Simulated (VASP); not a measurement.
## Cd: electric field gradients with PBE

Cd:

```
Cd
1.0
     3.03730    0.00000    0.00000
    -1.51865    2.63038    0.00000
     0.00000    0.00000    5.72783
Cd
2
Direct
  0.33333 0.66667 0.25000
  0.66667 0.33333 0.75000
```

```yaml
Program: VASP 6.6.1
Task: electric field gradients
Functional: PBE
Potentials_or_basis: VASP PAW PBE potentials, release 64 (Cd)
Cutoff: 400 eV
k_mesh: 16 × 16 × 7
Occupations: fermi-dirac, width 0.05 eV
Spin: no spin polarisation
Dipole_correction: no
Further_INCAR_settings: ALGO = Normal; EDIFF = 1e-08; NBANDS = 19
```

* Pressure: -0.8 GPa
* Band gap on the k mesh: zero (bands 12 and 13 overlap by 3.67 eV)
* Largest electric field gradient by atom: Cd +71.7 V/Å²

Stress tensor (GPa, compression positive):
```
-0.71  0.00  0.00
 0.00 -0.71  0.00
 0.00  0.00 -0.95
```

Levels at points of the mesh, in eV from the Fermi level:
```csv
k point,band 8,band 9,band 10,band 11,band 12,band 13,band 14,band 15,band 16,band 17
"(0.00, 0.00, 0.00)",-8.68,-8.49,-8.45,-8.45,-3.08,-2.80,10.20,14.19,14.23,14.23
"(0.50, 0.00, 0.00)",-8.48,-8.22,-8.19,-2.20,-1.85,1.86,2.85,2.97,5.08,8.10
```

Electric field gradients, principal values (V/Å²):
```csv
atom,least,middle,greatest (by size)
1 Cd,-35.848,-35.857,71.705
2 Cd,-35.848,-35.857,71.705
```

Wall time 90 s on 1 thread of Intel Xeon 8259CL (shared host), peak memory 0.18 GiB.

Caveat: without QUAD_EFG the Cq values of the log hold for a quadrupole moment of 1 mb, not for the nuclei.
